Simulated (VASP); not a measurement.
ZnO, 4 atoms in the cell. The structure is hexagonal, space group P6_3mc (No. 186). Conventional cell: a = 3.148 Å, b = 3.148 Å, c = 5.505 Å, α = 90.00°, β = 90.00°, γ = 120.00°. Within 2.6 Å of Zn (site symmetry 3m) lie 4 O at 1.94 to 2.09 Å. Within 2.6 Å of O (site symmetry 3m) lie 4 Zn at 1.94 to 2.09 Å.  This cell differs from its parent crystal: strain -0.040 along x and y, +0.040 along z.

| Quantity | Value |
| --- | --- |
| Program | VASP 6.6.1 |
| Task | single point |
| Functional | PBE |
| Potentials or basis | VASP PAW PBE potentials, release 64 (Zn, O_h) |
| Cutoff | 1340 eV |
| k mesh | 12 × 12 × 6 |
| Occupations | gaussian, width 0.05 eV |
| Spin | no spin polarisation |
| Dipole correction | no |
| Further INCAR settings | ALGO = Normal; EDIFF = 1e-06; NBANDS = 26 |

Potentials or basis: VASP PAW PBE potentials, release 64 (Zn, O_h).

Command:

```sh
$ cat potpaw_PBE.64/Zn/POTCAR potpaw_PBE.64/O_h/POTCAR > POTCAR
$ mpirun -np 1 vasp_std > vasp.out
```

Hardware: 1 thread of Intel(R) Xeon(R) Platinum 8375C CPU @ 2.90GHz (Ice Lake), with other jobs on the host.

Question: Estimate the wall time of this run.

Answer: Run time: 6.2 min on 1 thread of Intel(R) Xeon(R) Platinum 8375C CPU @ 2.90GHz (Ice Lake), with other jobs on the host, peak memory 0.54 GiB. Counts: scf iterations 15, k points 76.
